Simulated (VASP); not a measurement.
Set up this calculation in VASP 6.6.1, as the native input.

```
Task                   : single point
Functional             : BLYP
Potentials or basis    : VASP PAW PBE potentials, release 64 (Sb)
Cutoff                 : 520 eV
k mesh                 : 11 × 11 × 6
Occupations            : fermi-dirac, width 0.1 eV
Spin                   : no spin polarisation
Dipole correction      : no
Further INCAR settings : ALGO = Normal; EDIFF = 1e-07; NBANDS = 12
```

The structure of Sb lies in POSCAR:

```
Sb
1.0
    3.4685280138      0.0000000000      0.0000000000
   -1.7342640069      3.0038333737      0.0000000000
    0.0000000000      0.0000000000      5.8111850198
Sb
2
Direct
    0.3333333333      0.6666666667      0.2500000000
    0.6666666667      0.3333333333      0.7500000000
```

One way to write it, as run:

INCAR

```
SYSTEM = Sb
PREC = Accurate
ENCUT = 520
EDIFF = 1E-7
ISMEAR = -1
SIGMA = 0.1
LREAL = .False.
LASPH = .True.
NELM = 80
ALGO = Normal
ISIF = 2
LWAVE = .False.
LCHARG = .False.
GGA = B5
ALDAX = 1.0
AGGAX = 1.0
AGGAC = 1.0
ALDAC = 0.0
NBANDS = 12
```

KPOINTS

```
regular mesh
0
Gamma
  11 11 6
  0 0 0
```

Potentials or basis: VASP PAW PBE potentials, release 64 (Sb).

Launch:

```sh
$ cat potpaw_PBE.64/Sb/POTCAR > POTCAR
$ mpirun -np 1 vasp_std > vasp.out
```

Results of the run:

The pressure is 0.1 GPa and the band gap on the k mesh is zero (band 5 reaches 11.32 eV, above the bottom of band 6 at 5.17 eV).

Caveat: the PAW data sets were made with another functional, which shifts forces and pressure a little; spin-orbit coupling is left out, which moves the levels of the heavy elements.

It took 22 s on 1 thread of Intel(R) Xeon(R) 6975P-C (Granite Rapids), with other jobs on the host, peak memory 0.19 GiB.
